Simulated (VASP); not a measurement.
Mg7Cd9O16, 64 atoms in the cell. The typed cell holds 64 atoms: a = 8.962 Å, b = 8.962 Å, c = 8.962 Å, α = 90.00°, β = 90.00°, γ = 90.00°. 

* Program: VASP 6.6.1
* Task: relaxation of volume and atoms at fixed shape
* Functional: PBEsol
* Potentials or basis: VASP PAW PBE potentials, release 64 (O, Mg, Cd)
* Cutoff: 600 eV
* k mesh: 1 × 1 × 1, shifted
* Occupations: fermi-dirac, width 0.05 eV
* Spin: no spin polarisation
* Dipole correction: no
* Further INCAR settings: LREAL = Auto; ALGO = Normal; EDIFF = 1e-07; IBRION = 2; EDIFFG = -0.03; NSW = 100; ISIF = 8

Potentials or basis: VASP PAW PBE potentials, release 64 (O, Mg, Cd).

Launch:

```console
$ cat potpaw_PBE.64/O/POTCAR potpaw_PBE.64/Mg/POTCAR potpaw_PBE.64/Cd/POTCAR > POTCAR
$ mpirun -np 1 vasp_std > vasp.out
```

Hardware: 1 thread of Oxide Virtual Turin-like Processor, with other jobs on the host.

**Question.** How long does it take, and how much memory?

**Answer.** It took 2.4 h on 1 thread of Oxide Virtual Turin-like Processor, on a shared host, peak memory 0.95 GiB. Counts: scf iterations 222, k points 1, ion steps 20.
